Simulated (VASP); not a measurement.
Input of a VASP 6.6.1 run:

File INCAR:

```
ALGO = Normal
EDIFF = 1E-8
ENCUT = 520
GGA = PE
ISIF = 2
ISMEAR = -1
LASPH = T
LCHARG = F
LEFG = T
LREAL = F
LWAVE = F
NBANDS = 15
NELM = 60
PREC = Accurate
SIGMA = 0.02
```

The input KPOINTS:

```
k-points
0
Gamma
  7 7 7
```

File POSCAR:

```
KCl
1.0
    3.6096100034      0.0000000000      0.0000000000
    0.0000000000      3.6096100034      0.0000000000
    0.0000000000      0.0000000000      3.6096100034
K Cl
1 1
Direct
    0.0000000000      0.0000000000      0.0000000000
    0.5000000000      0.5000000000      0.5000000000
```

Potentials or basis: VASP PAW PBE potentials, release 64 (K_sv, Cl).

Run with:

```console
$ cat potpaw_PBE.64/K_sv/POTCAR potpaw_PBE.64/Cl/POTCAR > POTCAR
$ mpirun -np 1 vasp_std > vasp.out
```

Predict the pressure.

5.3 GPa.

What does it give for the band gap on the k mesh?

5.72 eV, indirect (least direct gap 5.93 eV).

Caveat: without QUAD_EFG the Cq values of the log hold for a quadrupole moment of 1 mb, not for the nuclei. A k mesh can miss the band edges.
